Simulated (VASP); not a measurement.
Runs of VASP 6.6.1 on TiSb2. The structure is that of space group I4/mcm (No. 140), or close to it. The cells are those of the table. 

| cell | gap on the mesh (eV) | pressure (GPa) | largest force (eV/Å) |
| --- | --- | --- | --- |
| a = 5.498 Å, angles 106.0, 106.0, 116.6°, 6 atoms | none | (b) | 0.23 |
| a = 5.662 Å, angles 106.0, 106.0, 116.6°, 6 atoms | none | -9.2 | 0.12 |
| a = 5.554 Å, angles 106.0, 106.0, 116.6°, 6 atoms | none | (a) | 0.18 |
| a = 5.442 Å, angles 106.0, 106.0, 116.6°, 6 atoms | none | 0.7 | 0.28 |
| a = 5.608 Å, angles 106.0, 106.0, 116.6°, 6 atoms | none | -7.4 | 0.15 |

Alike in all rows: task single point; level LDA; potentials or basis VASP PAW LDA potentials, release 64 (Ti_sv, Sb); no spin polarisation; k mesh 6 × 6 × 6; cutoff (eV) 520; smearing fermi-dirac 0.02 eV.

Q: Fill in the values left out.

A: (a) -5.1; (b) -2.5.

Caveats: spin-orbit coupling is left out, which moves the levels of the heavy elements; the cell stands under tension (at least some runs).

A k mesh can miss the band edges, and the runs leave out spin-orbit coupling on Sb.

A gap of «none» marks levels without a gap at the run's occupations.
